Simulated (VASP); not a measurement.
# Pt: electric field gradients with PBE

The system is Pt.

```
CELL_PARAMETERS angstrom
0.00000 1.95790 1.95790
1.95790 0.00000 1.95790
1.95790 1.95790 0.00000
ATOMIC_POSITIONS crystal
Pt 0.00000 0.00000 0.00000
```

```
Program                : VASP 6.6.1
Task                   : electric field gradients
Functional             : PBE
Potentials or basis    : VASP PAW PBE potentials, release 64 (Pt)
Cutoff                 : 520 eV
k mesh                 : 18 × 18 × 18
Occupations            : fermi-dirac, width 0.03 eV
Spin                   : no spin polarisation
Dipole correction      : no
Further INCAR settings : ALGO = Normal; EDIFF = 1e-08; NBANDS = 11
```

* Pressure: 10.9 GPa
* Band gap on the k mesh: zero (band 5 reaches 11.86 eV, above the bottom of band 6 at 9.60 eV)

Levels at points of the mesh, in eV from the Fermi level:
```
           k point  band 3  band 4  band 5  band 6  band 7  band 8
(0.00, 0.00, 0.00)   -3.82   -3.82   -1.65   -1.65   14.62   19.62
(0.50, 0.00, 0.00)   -3.89   -0.50    0.04    0.04    5.88   14.19
(0.50, 0.50, 0.00)    0.00    0.49    0.49    1.77    8.93   11.41
```

Wall time 44 s on 1 thread of AMD EPYC 9R45 (Zen 5), on a shared host, peak memory 0.13 GiB.

Caveat: without QUAD_EFG the Cq values of the log hold for a quadrupole moment of 1 mb, not for the nuclei; spin-orbit coupling is left out, which moves the levels of the heavy elements.
